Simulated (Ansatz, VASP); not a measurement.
**One calculation of As2Se, two programs**

File INCAR:

```
SYSTEM = As2Se
ALGO = Normal
EDIFF = 1E-6
EDIFFG = -0.01
ENCUT = 600
GGA = PS
IBRION = 2
ISIF = 3
ISMEAR = 0
IVDW = 13
LASPH = .TRUE.
LCHARG = .FALSE.
LREAL = .FALSE.
LWAVE = .FALSE.
NELM = 80
NSW = 80
PREC = Accurate
SIGMA = 0.1
```

The input KPOINTS:

```
k-points
0
G
  8 8 8
  0 0 0
```

The input POSCAR:

```
As2Se
1.0
   -3.5294180000      3.5294180000      2.6535710000
    3.5294180000     -3.5294180000      2.6535710000
    3.5294180000      3.5294180000     -2.6535710000
As Se
4 2
Direct
    0.8750000000      0.1250000000      0.7500000000
    0.3750000000      0.1250000000      0.2500000000
    0.8750000000      0.6250000000      0.7500000000
    0.8750000000      0.1250000000      0.2500000000
    0.5000000000      0.5000000000      0.0000000000
    0.2500000000      0.7500000000      0.5000000000
```

Input for Ansatz:

```yaml
crystal:
  lattice:
    - [-3.529418, 3.529418, 2.653571]
    - [3.529418, -3.529418, 2.653571]
    - [3.529418, 3.529418, -2.653571]
  atoms:
    - { symbol: As, position: [0.875, 0.125, 0.75] }
    - { symbol: As, position: [0.375, 0.125, 0.25] }
    - { symbol: As, position: [0.875, 0.625, 0.75] }
    - { symbol: As, position: [0.875, 0.125, 0.25] }
    - { symbol: Se, position: [0.5, 0.5, 0.0] }
    - { symbol: Se, position: [0.25, 0.75, 0.5] }
basis:
  ecutwfc: 420
kpoints:
  mp_grid: { grid: [8, 8, 8] }
hamiltonian:
  xc: pbesol
  dispersion: d4
scf:
  occupations: { method: gaussian, width: 0.1 }
output:
  forces: true
  stress: true
  eigenvalues: true
relax:
  adjacent_minimum: "off"
  f_tol: 0.01
  max_steps: 60
  cell: { stress_tol: 0.05 }
```

Alike in both runs: task relaxation of cell and atoms; functional PBEsol; dispersion D4; k mesh 8 × 8 × 8; occupations gaussian, width 0.1 eV; no spin polarisation.

```csv
,VASP,Ansatz
version,VASP 6.6.1,Ansatz 0.2.0
potentials or method,"VASP PAW PBE potentials, release 64 (As, Se), cutoff 600 eV","scalar-relativistic, plane waves, PAW"
valence electrons in the cell,32,92
```

|  | VASP | Ansatz | Ansatz less VASP |
| --- | --- | --- | --- |
| gap on the k mesh at the Fermi level, each at its own relaxed structure (eV) | none | none | - |
| relaxed volume (Å³/atom) | 20.52 | 20.47 | -0.056 |
| relaxed length of the cell vector where the two differ most in proportion (Å) | 5.513 | 5.508 | -0.0048 |

VASP's potentials were made for PBE, not for PBEsol. A gap of «none» marks a metal or a gap that the smearing closes. VASP's potentials hold 32 valence electrons a cell and Ansatz's 92, so a difference there can come from the potentials and not from the codes.
